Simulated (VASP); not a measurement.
# Ni (a cell with a defect) in VASP: a series of runs

Ni (a cell with a defect) is run at these levels: PBE; tasks: single point, relaxation of the atoms.

Program: VASP 6.6.1. These are calculated values, not measurements. Logs are shortened: lines on timing, memory, paths and dates and some standing lists are left out, and cuts for length are marked.

**1. The cell of the first run**

The cell holds a defect, 15 atoms: a = 6.094 Å, b = 6.094 Å, c = 6.094 Å, α = 109.47°, β = 109.47°, γ = 109.47°.

**2. Single point, PBE, collinear spin, ferromagnetic start (atoms taken out, then relaxed in part)**

Input file INCAR:

```
ALGO = Normal
EDIFF = 1E-6
ENCUT = 520
GGA = PE
ISIF = 2
ISMEAR = 0
ISPIN = 2
LASPH = True
LCHARG = False
LMAXMIX = 4
LORBIT = 11
LREAL = Auto
LUSENCCL = False
LWAVE = False
MAGMOM = 0.75 0.75 0.75 0.75 0.75 0.75 0.75 0.75 0.75 0.75 0.75 0.75 0.75 0.75 0.75
NBANDS = 92
NELM = 150
PREC = Accurate
SIGMA = 0.1
```

Input file KPOINTS:

```
k-points
0
Gamma
  5 5 5
```

Input file POSCAR:

```
Ni
1.0
    3.5184795946      3.5184795946      3.5184795946
   -3.5184795946     -3.5184795946      3.5184795946
    3.5184795946     -3.5184795946     -3.5184795946
Ni
15
Direct
    0.2483004089      0.0016995911      0.7500000000
    0.0000000000      0.4983004089      0.5016995911
    0.2483004089      0.2500000000      0.5016995911
    0.5033991823      0.0016995911      0.5016995911
    0.5000000000      0.7500000000      0.7500000000
    0.7516995911      0.4983004089      0.7500000000
    0.0000000000      0.0016995911     -0.0016995911
    0.0000000000      0.7500000000      0.2500000000
    0.2483004089      0.4983004089      0.2466008177
    0.5000000000      0.2500000000      0.2500000000
    0.7516995911      0.0016995911      0.2533991823
    0.7516995911      0.7533991823      0.5016995911
    0.2483004089      0.7466008177     -0.0016995911
    0.4966008177      0.4983004089     -0.0016995911
    0.7516995911      0.2500000000     -0.0016995911
```

Potentials or basis: VASP PAW PBE potentials, release 64 (Ni).

Launch:

```bash
> cat potpaw_PBE.64/Ni/POTCAR > POTCAR
> mpirun -np 1 vasp_std > vasp.out
```

OUTCAR:

```text
EDIFF = 1E-6
   ENCUT = 520
   GGA = PE
   ISIF = 2
   ISMEAR = 0
   ISPIN = 2
   LASPH = True
   LORBIT = 11
   LREAL = Auto
   NELM = 150
   PREC = Accurate

 ion  position               nearest neighbor table
   1  0.248  0.002  0.750-   3 2.47   7 2.47  12 2.47  14 2.47  10 2.49   8 2.49   5 2.50  15 2.50
                             2 2.50  13 2.50   4 2.50
   2  0.000  0.498  0.502-   3 2.47   6 2.47  13 2.47  11 2.47   5 2.49  10 2.49   8 2.50   1 2.50
                            15 2.50  12 2.50   9 2.50
   3  0.248  0.250  0.502-   1 2.47   2 2.47  14 2.47  11 2.47   5 2.49   8 2.49  10 2.50   6 2.50
                             7 2.50   9 2.50   4 2.50
   4  0.503  0.002  0.502-  11 2.47  12 2.47   6 2.47  15 2.47  10 2.49   5 2.49   8 2.50   9 2.50
                            13 2.50   3 2.50   1 2.50
   5  0.500  0.750  0.750-   7 2.49  15 2.49   3 2.49   2 2.49  14 2.49   4 2.49  12 2.49  13 2.49
                             6 2.50   1 2.50  11 2.50   9 2.50
   6  0.752  0.498  0.750-   2 2.47   4 2.47  13 2.47  15 2.47   8 2.49  10 2.49   5 2.50   7 2.50
                             3 2.50  14 2.50  12 2.50
   7  0.000  0.002  0.998-   1 2.47  12 2.47  15 2.47   9 2.47  10 2.49   5 2.49   8 2.50   6 2.50
                             3 2.50  13 2.50  11 2.50
   8  0.000  0.750  0.250-   1 2.49   3 2.49   6 2.49  15 2.49  12 2.49  13 2.49   9 2.49  11 2.49
                             2 2.50   7 2.50   4 2.50  14 2.50
   9  0.248  0.498  0.247-  13 2.47  14 2.47   7 2.47  15 2.47  10 2.49   8 2.49   5 2.50   4 2.50
                            12 2.50   2 2.50   3 2.50
  10  0.500  0.250  0.250-   2 2.49   6 2.49   1 2.49   7 2.49  11 2.49  14 2.49   4 2.49   9 2.49
                             3 2.50  15 2.50  13 2.50  12 2.50
  11  0.752  0.002  0.253-   4 2.47  12 2.47   2 2.47   3 2.47  10 2.49   8 2.49   5 2.50  14 2.50
                            13 2.50  15 2.50   7 2.50
  12  0.752  0.753  0.502-   4 2.47  11 2.47   7 2.47   1 2.47   8 2.49   5 2.49  10 2.50  14 2.50
                             9 2.50   2 2.50   6 2.50
  13  0.248  0.747  0.998-   9 2.47  14 2.47   2 2.47   6 2.47   5 2.49   8 2.49  10 2.50  11 2.50
                             4 2.50   7 2.50   1 2.50
  14  0.497  0.498  0.998-   9 2.47  13 2.47   1 2.47   3 2.47  10 2.49   5 2.49   8 2.50  11 2.50
                            12 2.50   6 2.50  15 2.50
  15  0.752  0.250  0.998-   4 2.47   6 2.47   7 2.47   9 2.47   8 2.49   5 2.49  10 2.50   1 2.50
                             2 2.50  11 2.50  14 2.50

  LATTYP: Found a body centered cubic cell.
 ALAT       =     7.0369591892

  Lattice vectors:

 A1 = (   3.5184795946,   3.5184795946,   3.5184795946)
 A2 = (  -3.5184795946,  -3.5184795946,   3.5184795946)
 A3 = (   3.5184795946,  -3.5184795946,  -3.5184795946)

Analysis of symmetry for initial positions (statically):
=====================================================================
 Subroutine PRICEL returns:
 Original cell was already a primitive cell.

 Routine SETGRP: Setting up the symmetry group for a
 body centered cubic supercell.

 Subroutine GETGRP returns: Found 48 space group operations
 (whereof  4 operations were pure point group operations)
 out of a pool of 48 trial point group operations.

The static configuration has the point symmetry C_2v.
 The point group associated with its full space group is O_h .

Analysis of symmetry for dynamics (positions and initial velocities):
=====================================================================
 Subroutine PRICEL returns:
 Original cell was already a primitive cell.

 Routine SETGRP: Setting up the symmetry group for a
 body centered cubic supercell.

 Subroutine GETGRP returns: Found 48 space group operations
 (whereof  4 operations were pure point group operations)
 out of a pool of 48 trial point group operations.

The dynamic configuration has the point symmetry C_2v.
 The point group associated with its full space group is O_h .

Analysis of structural, dynamic, and magnetic symmetry:
=====================================================================
 Subroutine PRICEL returns:
 Original cell was already a primitive cell.

 Routine SETGRP: Setting up the symmetry group for a
 body centered cubic supercell.

 Subroutine GETGRP returns: Found 48 space group operations
 (whereof  4 operations were pure point group operations)
 out of a pool of 48 trial point group operations.

The overall configuration has the point symmetry C_2v.
 The point group associated with its full space group is O_h .
[... 124 lines left out ...]
   EFERMI =   0.00;   METHOD = LEGACY
   ISMEAR =     0;   SIGMA  =   0.10  broadening in eV -4-tet -1-fermi 0-gaus
   EFERMI_NEDOS =   21; number of points for ismear=-14 and -15
   IALGO  =     38    algorithm
   IMIX   =      4    mixing-type and parameters
     AMIX     =   0.40;   BMIX     =  1.00
     AMIX_MAG =   1.60;   BMIX_MAG =  1.00
  volume/ion in A,a.u.               =      11.62        78.38
  Fermi-wavevector in a.u.,A,eV,Ry     =   1.557388  2.943037 33.000360  2.425458
  Thomas-Fermi vector in A             =   2.661046
   LORBIT       =     11    0 simple, 1 ext, 2 COOP (PROOUT), +10 PAW based schemes
   GGA     = PE    functional components
   LHFCALC =     F    Hartree Fock is set to
   AEXX    =    0.0000 exact exchange contribution
   IVDW    =     0    specifies the selected vdW correction
   LEPSILON=     F    determine dielectric tensor
   LRPA    =     F    only Hartree local field effects (RPA)
 spin polarized calculation
 Gauss-broadening in eV      SIGMA  =   0.10
  energy-cutoff  :      520.00
  volume of cell :      174.23
 maximum number of plane-waves:      4729
 NGX is ok and might be reduce to    48
   NGX = 23   NGY = 23   NGZ = 23

 number of electron     149.9999942 magnetization      10.9332376

 number of electron     149.9999935 magnetization       9.5614322

 Free energy of the ion-electron system (eV)
  ---------------------------------------------------
  ext. energy  EPLUGINS =         0.00000000
  ---------------------------------------------------
  free energy    TOTEN  =       -80.57580953 eV

  energy without entropy =      -80.44004369  energy(sigma->0) =      -80.50792661

 E-fermi :   8.4661     XC(G=0): -12.8088

 val. band max:        8.4653466378   @ k =   0.4000   0.2000   0.0000
 cond. band min:       8.4675727617   @ k =   0.2000   0.2000   0.0000
 fundamental gap:      0.0022261239
 Fermi energy:         8.4661289423

 spin component 1

 k-point     1 :       0.0000    0.0000    0.0000
  band No.  band energies     occupation
      1      -0.1707      1.00000
      2       3.9109      1.00000
      3       4.0988      1.00000
      4       4.0988      1.00000
      5       4.3013      1.00000
      6       4.3013      1.00000
[... 889 lines left out ...]
     86      14.3907      0.00000
     87      14.3907      0.00000
 Fermi energy:         8.4661289423

 spin component 2

 k-point     1 :       0.0000    0.0000    0.0000
  band No.  band energies     occupation
      1      -0.2063      1.00000
      2       4.2378      1.00000
      3       4.4113      1.00000
      4       4.4113      1.00000
      5       4.5135      1.00000
      6       4.5135      1.00000
[... 889 lines left out ...]
     86      14.7579      0.00000
     87      14.7579      0.00000
 [bands above 87 left out]

------------------------ aborting loop because EDIFF is reached ----------------------------------------

  FORCE on cell =-STRESS in cart. coord.  units (eV):
  Direction    XX          YY          ZZ          XY          YZ          ZX
  --------------------------------------------------------------------------------------
  -------------------------------------------------------------------------------------
  Total       -4.0952992     -4.0952992     -4.0952992      0.0000000     -0.0000000      0.0000000
  in kB      -37.6592026    -37.6592026    -37.6592026      0.0000000     -0.0000000      0.0000000
  external PRESSURE =     -37.6592026 kB  Pullay stress =       0.0000000 kB

 VOLUME and BASIS-vectors are now :
 -----------------------------------------------------------------------------
  energy-cutoff  :      520.00
  volume of cell :      174.23
      direct lattice vectors                 reciprocal lattice vectors
     3.518479595  3.518479595  3.518479595     0.142106835  0.000000000  0.142106835
    -3.518479595 -3.518479595  3.518479595     0.000000000 -0.142106835  0.142106835
     3.518479595 -3.518479595 -3.518479595     0.142106835 -0.142106835  0.000000000

 POSITION                                       TOTAL-FORCE (eV/Angst)
 -----------------------------------------------------------------------------------
      3.50652     -1.77120     -1.75924        -0.000993     -0.000993      0.000000
      0.01196     -3.51848     -0.01196         0.000993     -0.000000     -0.000993
      1.75924     -1.77120     -0.01196         0.000000     -0.000993     -0.000993
      3.53044      0.00000      0.01196         0.000993     -0.000000      0.000993
      1.75924     -3.51848      1.75924         0.000000     -0.000000      0.000000
      3.53044     -1.74728      1.75924         0.000993      0.000993      0.000000
      3.50652     -3.51848     -3.50652        -0.000993     -0.000000      0.000993
     -1.75924     -3.51848      1.75924        -0.000000     -0.000000      0.000000
     -0.01196     -1.74728      1.75924        -0.000993      0.000993      0.000000
      1.75924      0.00000      1.75924         0.000000     -0.000000      0.000000
      3.53044      1.74728      1.75924         0.000993     -0.000993      0.000000
      1.75924     -1.77120      3.53044        -0.000000     -0.000993      0.000993
      1.75924     -5.26576     -0.01196         0.000000      0.000993     -0.000993
      3.50652     -3.51848     -0.01196        -0.000993     -0.000000     -0.000993
      5.27772     -1.74728      0.01196         0.000000      0.000993      0.000993
 -----------------------------------------------------------------------------------
    total drift:                                0.000000     -0.000000     -0.000000

  FREE ENERGIE OF THE ION-ELECTRON SYSTEM (eV)
  ---------------------------------------------------
  free  energy   TOTEN  =       -80.5758095283 eV

  energy  without entropy=      -80.4400436924  energy(sigma->0) =      -80.50792661

 total charge

# of ion       s       p       d       tot
------------------------------------------
    1        0.492   0.458   8.308   9.258
    2        0.492   0.458   8.308   9.258
    3        0.492   0.458   8.308   9.258
    4        0.492   0.458   8.308   9.258
    5        0.496   0.494   8.301   9.291
    6        0.492   0.458   8.308   9.258
    7        0.492   0.458   8.308   9.258
    8        0.496   0.494   8.301   9.291
    9        0.492   0.458   8.308   9.258
   10        0.496   0.494   8.301   9.291
   11        0.492   0.458   8.308   9.258
   12        0.492   0.458   8.308   9.258
   13        0.492   0.458   8.308   9.258
   14        0.492   0.458   8.308   9.258
   15        0.492   0.458   8.308   9.258
--------------------------------------------------
tot          7.392   6.973 124.600 138.964

 magnetization (x)

# of ion       s       p       d       tot
------------------------------------------
    1       -0.006  -0.024   0.686   0.655
    2       -0.006  -0.024   0.686   0.655
    3       -0.006  -0.024   0.686   0.655
    4       -0.006  -0.024   0.686   0.655
    5       -0.006  -0.028   0.674   0.641
    6       -0.006  -0.024   0.686   0.655
    7       -0.006  -0.024   0.686   0.655
    8       -0.006  -0.028   0.674   0.641
    9       -0.006  -0.024   0.686   0.655
   10       -0.006  -0.028   0.674   0.641
   11       -0.006  -0.024   0.686   0.655
   12       -0.006  -0.024   0.686   0.655
   13       -0.006  -0.024   0.686   0.655
   14       -0.006  -0.024   0.686   0.655
   15       -0.006  -0.024   0.686   0.655
--------------------------------------------------
tot         -0.095  -0.375  10.252   9.782
```

It took 5.8 min on 1 × NVIDIA H100 80GB with 1 thread of AMD EPYC 7R13 (Zen 3), shared host; peak memory 1.5 GiB.

Results:

- Free energy: -80.5758 eV
- Pressure: -3.8 GPa
- Net moment: 9.56 μB per cell
- Site moments: Ni +0.66, +0.64 (each value once) μB
- Valence electrons inside the program's atomic spheres: Ni 9.26, 9.29 (each value once)

Caveat: the cell differs from its parent crystal (atoms taken out, then relaxed in part).

**3. Relaxation of the atoms, PBE, collinear spin, ferromagnetic start (atoms taken out)**

Input file INCAR:

```
PREC = Accurate
ENCUT = 520
EDIFF = 1E-7
ISMEAR = 0
SIGMA = 0.1
LREAL = Auto
LASPH = T
NELM = 150
ALGO = Normal
ISIF = 2
LWAVE = F
LCHARG = F
ISPIN = 2
MAGMOM = 0.75 0.75 0.75 0.75 0.75 0.75 0.75 0.75 0.75 0.75 0.75 0.75 0.75 0.75 0.75
LORBIT = 11
LMAXMIX = 4
GGA = PE
IBRION = 2
NSW = 65
EDIFFG = -0.025
LUSENCCL = F
```

Input file KPOINTS:

```
regular mesh
0
Gamma
  5 5 5
```

Input file POSCAR:

```
Ni
1.0
    3.5184795946      3.5184795946      3.5184795946
   -3.5184795946     -3.5184795946      3.5184795946
    3.5184795946     -3.5184795946     -3.5184795946
Ni
15
Direct
    0.2500000000      0.0000000000      0.7500000000
    0.0000000000      0.5000000000      0.5000000000
    0.2500000000      0.2500000000      0.5000000000
    0.5000000000      0.0000000000      0.5000000000
    0.5000000000      0.7500000000      0.7500000000
    0.7500000000      0.5000000000      0.7500000000
    0.0000000000      0.0000000000      0.0000000000
    0.0000000000      0.7500000000      0.2500000000
    0.2500000000      0.5000000000      0.2500000000
    0.5000000000      0.2500000000      0.2500000000
    0.7500000000      0.0000000000      0.2500000000
    0.7500000000      0.7500000000      0.5000000000
    0.2500000000      0.7500000000      0.0000000000
    0.5000000000      0.5000000000      0.0000000000
    0.7500000000      0.2500000000      0.0000000000
```

Potentials or basis: VASP PAW PBE potentials, release 64 (Ni).

Launch:

```bash
> cat potpaw_PBE.64/Ni/POTCAR > POTCAR
> mpirun -np 1 vasp_std > vasp.out
```

OUTCAR:

```text
PREC = Accurate
   ENCUT = 520
   EDIFF = 1E-7
   ISMEAR = 0
   LREAL = Auto
   LASPH = T
   NELM = 150
   ISIF = 2
   ISPIN = 2
   LORBIT = 11
   GGA = PE
   IBRION = 2
   NSW = 65
   EDIFFG = -0.025

 ion  position               nearest neighbor table
   1  0.250  0.000  0.750-   3 2.49   4 2.49   5 2.49   7 2.49  10 2.49  13 2.49  14 2.49  15 2.49
                             8 2.49   2 2.49  12 2.49
   2  0.000  0.500  0.500-   1 2.49   3 2.49   5 2.49   6 2.49   8 2.49   9 2.49  12 2.49  13 2.49
                            15 2.49  11 2.49  10 2.49
   3  0.250  0.250  0.500-   1 2.49   2 2.49   4 2.49   5 2.49   6 2.49   9 2.49  10 2.49  14 2.49
                             7 2.49   8 2.49  11 2.49
   4  0.500  0.000  0.500-   1 2.49   3 2.49   5 2.49   6 2.49  10 2.49  11 2.49  12 2.49  15 2.49
                            13 2.49   9 2.49   8 2.49
   5  0.500  0.750  0.750-   1 2.49   4 2.49   6 2.49   7 2.49  11 2.49  12 2.49  13 2.49  14 2.49
                            15 2.49   9 2.49   3 2.49   2 2.49
[... 2203 lines left out ...]

 total charge

# of ion       s       p       d       tot
------------------------------------------
    1        0.492   0.458   8.308   9.258
    2        0.492   0.458   8.308   9.258
    3        0.492   0.458   8.308   9.258
    4        0.492   0.458   8.308   9.258
    5        0.496   0.494   8.301   9.291
    6        0.492   0.458   8.308   9.258
    7        0.492   0.458   8.308   9.258
    8        0.496   0.494   8.301   9.291
    9        0.492   0.458   8.308   9.258
   10        0.496   0.494   8.301   9.291
   11        0.492   0.458   8.308   9.258
   12        0.492   0.458   8.308   9.258
   13        0.492   0.458   8.308   9.258
   14        0.492   0.458   8.308   9.258
   15        0.492   0.458   8.308   9.258
--------------------------------------------------
tot          7.392   6.972 124.600 138.964

 magnetization (x)

# of ion       s       p       d       tot
------------------------------------------
    1       -0.006  -0.024   0.686   0.655
    2       -0.006  -0.024   0.686   0.655
    3       -0.006  -0.024   0.686   0.655
    4       -0.006  -0.024   0.686   0.655
    5       -0.006  -0.028   0.674   0.641
    6       -0.006  -0.024   0.686   0.655
    7       -0.006  -0.024   0.686   0.655
    8       -0.006  -0.028   0.674   0.641
    9       -0.006  -0.024   0.686   0.655
   10       -0.006  -0.028   0.674   0.641
   11       -0.006  -0.024   0.686   0.655
   12       -0.006  -0.024   0.686   0.655
   13       -0.006  -0.024   0.686   0.655
   14       -0.006  -0.024   0.686   0.655
   15       -0.006  -0.024   0.686   0.655
--------------------------------------------------
tot         -0.095  -0.375  10.252   9.782
```

OSZICAR:

```text
N       E                     dE             d eps       ncg     rms          rms(c)
DAV:   1     0.125272188961E+04    0.12527E+04   -0.63099E+04  3840   0.223E+03
DAV:   2     0.444667545753E+02   -0.12083E+04   -0.11599E+04  3840   0.451E+02
[... 35 lines left out ...]
DAV:   4    -0.805759697536E+02    0.72217E-03   -0.15626E-03  4472   0.735E-01    0.118E-01
DAV:   5    -0.805758181592E+02    0.15159E-03   -0.50975E-04  4216   0.134E-01    0.386E-02
DAV:   6    -0.805758134569E+02    0.47024E-05   -0.74316E-05  4200   0.882E-02    0.262E-02
DAV:   7    -0.805758103860E+02    0.30708E-05   -0.12865E-05  4096   0.382E-02    0.844E-03
DAV:   8    -0.805758100835E+02    0.30255E-06   -0.17452E-06  4960   0.113E-02    0.294E-03
DAV:   9    -0.805758100742E+02    0.93078E-08   -0.21812E-07  2752   0.333E-03
   3 F= -.80575810E+02 E0= -.80507930E+02  d E =-.173481E-01  mag=     9.5613
```

CONTCAR:

```text
Ni
    1.000000000000000
     3.5184795946000000    3.5184795946000000    3.5184795946000000
    -3.5184795946000000   -3.5184795946000000    3.5184795946000000
     3.5184795946000000   -3.5184795946000000   -3.5184795946000000
  Ni
    15
Direct
     0.2482852335523937    0.0017147664476063    0.7500000000000000
[... 18 lines left out ...]
  0.00000000E+00  0.00000000E+00  0.00000000E+00
  0.00000000E+00  0.00000000E+00  0.00000000E+00
  0.00000000E+00  0.00000000E+00  0.00000000E+00
  0.00000000E+00  0.00000000E+00  0.00000000E+00
  0.00000000E+00  0.00000000E+00  0.00000000E+00
  0.00000000E+00  0.00000000E+00  0.00000000E+00
  0.00000000E+00  0.00000000E+00  0.00000000E+00
  0.00000000E+00  0.00000000E+00  0.00000000E+00
  0.00000000E+00  0.00000000E+00  0.00000000E+00
  0.00000000E+00  0.00000000E+00  0.00000000E+00
  0.00000000E+00  0.00000000E+00  0.00000000E+00
  0.00000000E+00  0.00000000E+00  0.00000000E+00
```

Run time: 14 min. Hardware: 1 × NVIDIA H100 80GB with 1 thread of AMD EPYC 7R13 (Zen 3), shared host; peak memory 1.5 GiB.

Results:

```
Free energy                                           : -80.5758 eV
Energy gained by relaxing                             : 1.2 meV/atom
Ionic steps                                           : 3
Pressure after relaxing                               : -3.8 GPa
Net moment                                            : 9.56 μB per cell
Site moments                                          : Ni +0.66, +0.64 (each value once) μB
Valence electrons inside the program's atomic spheres : Ni 9.26, 9.29 (each value once)
```

The path:
```csv
step,energy change (eV),largest force (eV/Å),pressure (GPa)
1,0.0000,0.1700,-3.37
2,-0.0127,0.0883,-3.60
3,-0.0173,0.0000,-3.80
```

Final structure:
```
Ni
1.0
     3.51848    3.51848    3.51848
    -3.51848   -3.51848    3.51848
     3.51848   -3.51848   -3.51848
Ni
15
Direct
  0.24829 0.00171 0.75000
  0.00000 0.49829 0.50171
  0.24829 0.25000 0.50171
  0.50343 0.00171 0.50171
  0.50000 0.75000 0.75000
  0.75171 0.49829 0.75000
  0.00000 0.00171 0.99829
  0.00000 0.75000 0.25000
  0.24829 0.49829 0.24657
  0.50000 0.25000 0.25000
  0.75171 0.00171 0.25343
  0.75171 0.75343 0.50171
  0.24829 0.74657 0.99829
  0.49657 0.49829 0.99829
  0.75171 0.25000 0.99829
```

Caveat: the cell differs from its parent crystal (atoms taken out).
